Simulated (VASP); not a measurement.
# Al3Ni2 (P-3m1) in VASP: further runs

Al3Ni2 is run at these levels: r2SCAN; tasks: single point, relaxation of shape and atoms at fixed volume, relaxation of cell and atoms.

All numbers are computed with VASP 6.6.1; they aren't measurements. Logs are shortened: lines on timing, memory, paths and dates and some standing lists are left out, and cuts for length are marked.

## 1. The cell of the first run

It takes space group P-3m1 (No. 164, trigonal). The conventional cell has a = 4.007 Å, b = 4.007 Å, c = 4.862 Å, α = 90.00°, β = 90.00°, γ = 120.00°. Al (site symmetry -3m) has 6 Ni at 2.42 Å and 6 Al at 2.88 Å within 3.2 Å. Al (site symmetry 3m) has 5 Ni at 2.42 to 2.52 Å and 6 Al at 2.73 to 2.88 Å within 3.2 Å. Within 3.2 Å of Ni (site symmetry 3m) lie 8 Al at 2.42 to 2.52 Å and 3 Ni at 2.72 Å.

## 2. Single point, r2SCAN

POSCAR

```
Al3Ni2
1.0
    4.0067213632      0.0000000000      0.0000000000
   -2.0033606816      3.4699224865      0.0000000000
    0.0000000000      0.0000000000      4.8615270301
Al Ni
3 2
Direct
    0.0000000000      0.0000000000      0.0000000000
    0.3333333333      0.6666666667      0.6484376369
    0.6666666667      0.3333333333      0.3515623631
    0.3333333333      0.6666666667      0.1462123368
    0.6666666667      0.3333333333      0.8537876632
```

INCAR.step1

```
ALGO = Normal ; EDIFF = 1E-4
ENCUT = 520 ; GGA = PE
ISMEAR = 0 ; LASPH = T
LCHARG = F ; LREAL = F
LWAVE = T ; NBANDS = 22
NELM = 80 ; PREC = Accurate
SIGMA = 0.1
```

INCAR.step2

```
ALGO = Normal ; EDIFF = 1E-6
ENCUT = 520 ; ISIF = 2
ISMEAR = 0 ; ISTART = 1
LASPH = T ; LCHARG = F
LMIXTAU = T ; LREAL = F
LWAVE = F ; METAGGA = R2SCAN
NBANDS = 22 ; NELM = 80
PREC = Accurate ; SIGMA = 0.1
```

KPOINTS

```
k-points
0
Gamma
  12 12 8
```

Potentials or basis: VASP PAW PBE potentials, release 64 (Al, Ni).

Command:

```sh
$ cat potpaw_PBE.64/Al/POTCAR potpaw_PBE.64/Ni/POTCAR > POTCAR
$ cp INCAR.step1 INCAR
$ mpirun -np 1 vasp_std > vasp.out
$ cp INCAR.step2 INCAR
$ mpirun -np 1 vasp_std > vasp.out
```

OUTCAR:

```text
EDIFF = 1E-6
   ENCUT = 520
   ISIF = 2
   ISMEAR = 0
   ISTART = 1
   LASPH = T
   LREAL = F
   METAGGA = R2SCAN
   NELM = 80
   PREC = Accurate

 ion  position               nearest neighbor table
   1  0.000  0.000  0.000-   4 2.42   5 2.42   5 2.42   4 2.42   5 2.42   4 2.42   2 2.88   3 2.88
                             2 2.88   3 2.88   3 2.88   2 2.88
   2  0.333  0.667  0.648-   4 2.42   4 2.44   5 2.52   5 2.52   5 2.52   3 2.73   3 2.73   3 2.73
                             1 2.88   1 2.88   1 2.88
   3  0.667  0.333  0.352-   5 2.42   5 2.44   4 2.52   4 2.52   4 2.52   2 2.73   2 2.73   2 2.73
                             1 2.88   1 2.88   1 2.88
   4  0.333  0.667  0.146-   2 2.42   1 2.42   1 2.42   1 2.42   2 2.44   3 2.52   3 2.52   3 2.52
                             5 2.72   5 2.72   5 2.72
   5  0.667  0.333  0.854-   3 2.42   1 2.42   1 2.42   1 2.42   3 2.44   2 2.52   2 2.52   2 2.52
                             4 2.72   4 2.72   4 2.72

  LATTYP: Found a hexagonal cell.
 ALAT       =     4.0067213632
 C/A-ratio  =     1.2133429279

  Lattice vectors:

 A1 = (   4.0067213632,   0.0000000000,   0.0000000000)
 A2 = (  -2.0033606816,   3.4699224865,   0.0000000000)
 A3 = (   0.0000000000,   0.0000000000,   4.8615270301)

Analysis of symmetry for initial positions (statically):
=====================================================================
 Subroutine PRICEL returns:
 Original cell was already a primitive cell.

 Routine SETGRP: Setting up the symmetry group for a
 hexagonal supercell.

 Subroutine GETGRP returns: Found 12 space group operations
 (whereof 12 operations were pure point group operations)
 out of a pool of 24 trial point group operations.

The static configuration has the point symmetry D_3d.

Analysis of symmetry for dynamics (positions and initial velocities):
=====================================================================
 Subroutine PRICEL returns:
 Original cell was already a primitive cell.

 Routine SETGRP: Setting up the symmetry group for a
 hexagonal supercell.

 Subroutine GETGRP returns: Found 12 space group operations
 (whereof 12 operations were pure point group operations)
 out of a pool of 24 trial point group operations.

The dynamic configuration has the point symmetry D_3d.

 Subroutine INISYM returns: Found 12 space group operations
 (whereof 12 operations are pure point group operations),
 and found     1 'primitive' translations
[... 101 lines left out ...]
   EDIFF  = 0.1E-05   stopping-criterion for ELM
   LREAL  =      F    real-space projection
   EDIFFG = 0.1E-04   stopping-criterion for IOM
   NSW    =      0    number of steps for IOM
   IBRION =     -1    ionic relax: 0-MD 1-quasi-New 2-CG
   NFREE  =      0    steps in history (QN), initial steepest desc. (CG)
   ISIF   =      2    stress and relaxation
   ISYM   =      2    0-nonsym 1-usesym 2-fastsym
   POTIM  = 0.5000    time-step for ionic-motion
   TEBEG  =    0.0;   TEEND  =   0.0 temperature during run
   PSTRESS=    0.0 pullay stress
   NELECT =      29.0000    total number of electrons
   NUPDOWN=      -1.0000    fix difference up-down
   EMIN   =  10.00;   EMAX   =-10.00  energy-range for DOS
   EFERMI =   0.00;   METHOD = LEGACY
   ISMEAR =     0;   SIGMA  =   0.10  broadening in eV -4-tet -1-fermi 0-gaus
   EFERMI_NEDOS =   21; number of points for ismear=-14 and -15
   IALGO  =     38    algorithm
   IMIX   =      4    mixing-type and parameters
     AMIX     =   0.40;   BMIX     =  1.00
     AMIX_MAG =   1.60;   BMIX_MAG =  1.00
  volume/ion in A,a.u.               =      13.52        91.22
  Fermi-wavevector in a.u.,A,eV,Ry     =   1.234754  2.333346 20.743665  1.524616
  Thomas-Fermi vector in A             =   2.369431
   LORBIT       =      0    0 simple, 1 ext, 2 COOP (PROOUT), +10 PAW based schemes
   METAGGA = R2SCAN    functional components
   LHFCALC =     F    Hartree Fock is set to
   AEXX    =    0.0000 exact exchange contribution
   IVDW    =     0    specifies the selected vdW correction
   LEPSILON=     F    determine dielectric tensor
   LRPA    =     F    only Hartree local field effects (RPA)
 non-spin polarized calculation
 Gauss-broadening in eV      SIGMA  =   0.10
  energy-cutoff  :      520.00
  volume of cell :       67.59
 maximum number of plane-waves:      1861
 NGX is ok and might be reduce to    30
   NGX = 15   NGY = 15   NGZ = 19

 number of electron      28.9999984 magnetization

 Free energy of the ion-electron system (eV)
  ---------------------------------------------------
  ext. energy  EPLUGINS =         0.00000000
  ---------------------------------------------------
  free energy    TOTEN  =       -47.35535428 eV

  energy without entropy =      -47.34951143  energy(sigma->0) =      -47.35243286

 E-fermi :   8.4613     XC(G=0): -12.0504

 val. band max:        8.4462919748   @ k =  -0.0833   0.2500   0.2500
 cond. band min:       8.4626756636   @ k =   0.2500   0.0833   0.3750
 fundamental gap:      0.0163836888
 Fermi energy:         8.4612901330

 k-point     1 :       0.0000    0.0000    0.0000
  band No.  band energies     occupation
      1      -2.6274      2.00000
      2       3.0024      2.00000
      3       3.4428      2.00000
      4       4.7377      2.00000
      5       4.7378      2.00000
      6       5.3907      2.00000
[... 589 lines left out ...]
     21      15.0797      0.00000
     22      15.4475      0.00000

 [... further k-points ...]

------------------------ aborting loop because EDIFF is reached ----------------------------------------

  FORCE on cell =-STRESS in cart. coord.  units (eV):
  Direction    XX          YY          ZZ          XY          YZ          ZX
  --------------------------------------------------------------------------------------
  -------------------------------------------------------------------------------------
  Total       -0.1023101     -0.1023101     -0.0838300      0.0000000     -0.0000000      0.0000000
  in kB       -2.4252007     -2.4252007     -1.9871400      0.0000000     -0.0000000      0.0000000
  external PRESSURE =      -2.2791804 kB  Pullay stress =       0.0000000 kB

 VOLUME and BASIS-vectors are now :
 -----------------------------------------------------------------------------
  energy-cutoff  :      520.00
  volume of cell :       67.59
      direct lattice vectors                 reciprocal lattice vectors
     4.006721363  0.000000000  0.000000000     0.249580620  0.144095438  0.000000000
    -2.003360682  3.469922486  0.000000000     0.000000000  0.288190876  0.000000000
     0.000000000  0.000000000  4.861527030     0.000000000  0.000000000  0.205696686

 POSITION                                       TOTAL-FORCE (eV/Angst)
 -----------------------------------------------------------------------------------
      0.00000      0.00000      0.00000        -0.000000      0.000000      0.000000
     -0.00000      2.31328      3.15240         0.000000     -0.000000      0.001597
      2.00336      1.15664      1.70913        -0.000000      0.000000     -0.001597
     -0.00000      2.31328      0.71082        -0.000000     -0.000000      0.018073
      2.00336      1.15664      4.15071         0.000000      0.000000     -0.018073
 -----------------------------------------------------------------------------------
    total drift:                                0.000000      0.000000      0.000000

  FREE ENERGIE OF THE ION-ELECTRON SYSTEM (eV)
  ---------------------------------------------------
  free  energy   TOTEN  =       -47.3553542766 eV

  energy  without entropy=      -47.3495114347  energy(sigma->0) =      -47.35243286
```

OSZICAR.step1:

```text
N       E                     dE             d eps       ncg     rms          rms(c)
DAV:   1     0.139753148933E+03    0.13975E+03   -0.11850E+04  5772   0.134E+03
DAV:   2    -0.212423067924E+02   -0.16100E+03   -0.15211E+03  5800   0.272E+02
DAV:   3    -0.282445472169E+02   -0.70022E+01   -0.68441E+01  7076   0.722E+01
DAV:   4    -0.283959749912E+02   -0.15143E+00   -0.15130E+00  6806   0.948E+00
DAV:   5    -0.284015193703E+02   -0.55444E-02   -0.55441E-02  7224   0.194E+00    0.181E+01
DAV:   6    -0.343675293400E+02   -0.59660E+01   -0.70984E+01  6620   0.152E+02    0.263E+01
DAV:   7    -0.254047369588E+02    0.89628E+01   -0.24338E+01  6704   0.916E+01    0.310E+00
DAV:   8    -0.253058234249E+02    0.98914E-01   -0.23249E+00  8822   0.174E+01    0.253E+00
DAV:   9    -0.252392994457E+02    0.66524E-01   -0.31144E-01  6986   0.918E+00    0.759E-01
DAV:  10    -0.252340921213E+02    0.52073E-02   -0.18327E-02  8788   0.208E+00    0.315E-01
DAV:  11    -0.252341285995E+02   -0.36478E-04   -0.12221E-03  7056   0.265E-01    0.107E-01
DAV:  12    -0.252341300553E+02   -0.14557E-05   -0.73873E-05  4142   0.648E-02
   1 F= -.25234130E+02 E0= -.25230856E+02  d E =-.654773E-02
```

Run time: 7.2 min. Hardware: 1 thread of Intel Xeon Platinum 8488C (Sapphire Rapids), shared host; peak memory 0.3 GiB.

Results:

```
Free energy            : -47.3554 eV
Pressure               : -0.2 GPa
Largest force          : 0.018 eV/Å
Band gap on the k mesh : zero (an odd number of electrons rules out a gap without spin polarisation)
```

Forces on the atoms (eV/Å):
```
Al   0.000  0.000  0.000
Al   0.000  0.000  0.002
Al   0.000  0.000 -0.002
Ni   0.000  0.000  0.018
Ni   0.000  0.000 -0.018
```

Caveat: the PAW data sets were made with another functional, which shifts forces and pressure a little.

## 3. Relaxation of shape and atoms at fixed volume, r2SCAN (13.92 Å³/atom)

This run uses another cell than the first one, of 13.92 Å³/atom.

POSCAR

```
Al3Ni2
1.0
    4.0463944509      0.0000000000      0.0000000000
   -2.0231972254      3.5042803882      0.0000000000
    0.0000000000      0.0000000000      4.9096640877
Al Ni
3 2
Direct
    0.0000000000      0.0000000000      0.0000000000
    0.3333333333      0.6666666667      0.6484376367
    0.6666666667      0.3333333333      0.3515623633
    0.3333333333      0.6666666667      0.1462123368
    0.6666666667      0.3333333333      0.8537876632
```

INCAR.step1

```
SYSTEM = Al3Ni2
PREC     = Accurate       ! precision mode
ENCUT    = 660            ! plane-wave cutoff, eV
ISMEAR   = 0              ! smearing method
SIGMA    = 0.1            ! smearing width, eV
LREAL    = .False.        ! projectors in reciprocal space
LASPH    = .True.         ! aspherical terms in the spheres
NELM     = 120            ! most SCF steps
GGA      = PE             ! functional
ALGO     = Normal         ! electronic algorithm
EDIFF    = 1E-5           ! SCF threshold, eV
LWAVE    = .True.         ! write WAVECAR
LCHARG   = .False.        ! write CHGCAR
GGA_COMPAT= .False.      
IBRION   = 2              ! ionic algorithm
ISIF     = 3              ! what is computed and relaxed
EDIFFG   = -0.005         ! ionic threshold
NELMIN   = 4            
NSW      = 100            ! ionic steps
KPAR     = 4
```

INCAR.step2

```
SYSTEM = Al3Ni2
PREC     = Accurate       ! precision mode
ENCUT    = 660            ! plane-wave cutoff, eV
EDIFF    = 1E-7           ! SCF threshold, eV
ISMEAR   = 0              ! smearing method
SIGMA    = 0.1            ! smearing width, eV
LREAL    = .False.        ! projectors in reciprocal space
LASPH    = .True.         ! aspherical terms in the spheres
NELM     = 120            ! most SCF steps
ALGO     = Normal         ! electronic algorithm
ISIF     = 4              ! what is computed and relaxed
LWAVE    = .False.        ! write WAVECAR
LCHARG   = .False.        ! write CHGCAR
METAGGA  = R2SCAN         ! meta-GGA
LMIXTAU  = .True.       
IBRION   = 2              ! ionic algorithm
NSW      = 50             ! ionic steps
EDIFFG   = -0.01          ! ionic threshold
ISTART   = 1            
GGA_COMPAT= .False.      
NELMIN   = 4            
KPAR     = 4
```

KPOINTS

```
Automatic mesh
0
Gamma
  12 12 8
  0 0 0
```

Potentials or basis: VASP PAW PBE potentials, release 64 (Al, Ni).

Command:

```sh
$ cat potpaw_PBE.64/Al/POTCAR potpaw_PBE.64/Ni/POTCAR > POTCAR
$ cp INCAR.step1 INCAR
$ mpirun -np 4 vasp_std > vasp.out
$ cp INCAR.step2 INCAR
$ mpirun -np 4 vasp_std > vasp.out
```

It took 6.3 min on 4 MPI ranks of AMD EPYC 9R45 (Zen 5), shared host; peak memory 0.39 GiB.

Results (log left out):

```
Free energy                  : -47.3280 eV
Energy gained by relaxing    : 0.0 meV/atom
Ionic steps                  : 3
Pressure after relaxing      : -4.3 GPa
Largest force after relaxing : 0.007 eV/Å
Band gap on the k mesh       : zero (an odd number of electrons rules out a gap without spin polarisation)
```

Forces on the atoms (eV/Å):
```
Al   0.000  0.000  0.000
Al   0.000  0.000  0.007
Al   0.000  0.000 -0.007
Ni   0.000  0.000  0.002
Ni   0.000  0.000 -0.002
```

Step by step:
| step | energy change (eV) | largest force (eV/Å) | pressure (GPa) | volume (Å³) |
| --- | --- | --- | --- | --- |
| 1 | 0.0000 | 0.0491 | -4.31 | 69.62 |
| 2 | -0.0002 | 0.0140 | -4.27 | 69.62 |
| 3 | -0.0002 | 0.0069 | -4.28 | 69.62 |

Final structure:
```
CELL_PARAMETERS angstrom
4.04770 0.00000 0.00000
-2.02385 3.50541 0.00000
0.00000 0.00000 4.90650
ATOMIC_POSITIONS crystal
Al 0.00000 0.00000 0.00000
Al 0.33333 0.66667 0.64902
Al 0.66667 0.33333 0.35098
Ni 0.33333 0.66667 0.14600
Ni 0.66667 0.33333 0.85400
```

Levels at points of the mesh, in eV from the Fermi level:
| k point | band 11 | band 12 | band 13 | band 14 | band 15 | band 16 | band 17 | band 18 |
| --- | --- | --- | --- | --- | --- | --- | --- | --- |
| (0.00, 0.00, 0.00) | -1.65 | -1.65 | -1.28 | 1.27 | 1.27 | 3.21 | 3.21 | 4.80 |
| (0.50, 0.00, 0.00) | -2.09 | -1.84 | -1.55 | -1.54 | -1.30 | 1.42 | 2.19 | 2.41 |
| (0.00, 0.00, 0.50) | -1.77 | -1.77 | 2.81 | 2.81 | 2.92 | 2.92 | 3.42 | 4.37 |
| (0.50, 0.00, 0.50) | -1.89 | -1.75 | -1.71 | -1.04 | -0.38 | 1.59 | 2.32 | 3.34 |

Caveat: the PAW data sets were made with another functional, which shifts forces and pressure a little. Spin polarisation is off, so any magnetic state and its effect on volume and gap are missing.

(Continued in part 2 of 3.)
